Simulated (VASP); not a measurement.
Here is a VASP 6.6.1 calculation.

Contents of INCAR:

```
SYSTEM = AlB3P4
  PREC = Accurate
  ENCUT = 520
  EDIFF = 1E-6
  ISMEAR = 0
  SIGMA = 0.1
  LREAL = .FALSE.
  LASPH = .TRUE.
  NELM = 60
  ALGO = Normal
  ISIF = 2
  LWAVE = .FALSE.
  LCHARG = .FALSE.
  GGA = PE
  NBANDS = 26
```

The input KPOINTS:

```
regular mesh
0
G
  6 6 2
  0 0 0
```

File POSCAR:

```
AlB3P4
1.0
    3.4587202800      0.0000000000      0.0000000000
   -1.7293601400      2.9953396300      0.0000000000
    0.0000000000      0.0000000000     11.4774610800
Al B P
1 3 4
Direct
    0.6666666700      0.3333333300      0.7502036700
    0.6666666700      0.3333333300      0.2502036700
    0.3333333300      0.6666666700      0.0002036700
    0.3333333300      0.6666666700      0.5002036700
    0.6666666700      0.3333333300      0.4372963300
    0.6666666700      0.3333333300      0.9372963300
    0.3333333300      0.6666666700      0.1872963300
    0.3333333300      0.6666666700      0.6872963300
```

Potentials or basis: VASP PAW PBE potentials, release 64 (Al, B, P).

Launch:

```sh
$ cat potpaw_PBE.64/Al/POTCAR potpaw_PBE.64/B/POTCAR potpaw_PBE.64/P/POTCAR > POTCAR
$ mpirun -np 1 vasp_std > vasp.out
```

(1) Estimate the band gap on the k mesh.

(2) What does it give for the pressure?

(3) Estimate the largest force.

## Answers

(1) 1.25 eV (least direct gap 2.12 eV).

(2) -3.5 GPa.

(3) 4.527 eV/Å.

Caveat: the cell stands under tension; forces of over 1 eV/Å act on the atoms, so gaps and moduli don't describe the material at rest.
